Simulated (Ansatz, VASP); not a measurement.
# One calculation of SiO2, two programs

```
Si O
1.0
     4.31880    0.00000    0.00000
     0.00000    4.31880    0.00000
     0.00000    0.00000    2.30581
Si O
2 4
Cartesian
  2.1594 2.1594 1.1529
  0.0000 0.0000 0.0000
  2.9991 2.9991 0.0000
  0.8397 3.4791 1.1529
  1.3197 1.3197 0.0000
  3.4791 0.8397 1.1529
```

Alike in both runs: task single point; functional LDA; k mesh 6 × 6 × 10; occupations gaussian, width 0.05 eV; no spin polarisation.

```csv
,VASP,Ansatz
version,VASP 6.6.1,Ansatz 0.2.0
potentials or method,"VASP PAW LDA potentials, release 64 (Si, O_h), cutoff 1340 eV","scalar-relativistic, plane waves, PAW"
valence electrons in the cell,32,32
```

```csv
,VASP,Ansatz,Ansatz less VASP
gap on the k mesh at the Fermi level (eV),6.74,6.74,-0.001
least direct gap on the mesh (eV),6.74,6.74,-0.001
rms of the force components (eV/Å),0.085,0.112,+0.0267
```

Ansatz warns that its potentials were made for another functional, while VASP's fit it. LDA's correlation is that of Perdew and Zunger in VASP and of Perdew and Wang (1992) in Ansatz. Atom by atom the forces differ by 0.027 eV/Å (rms over components).
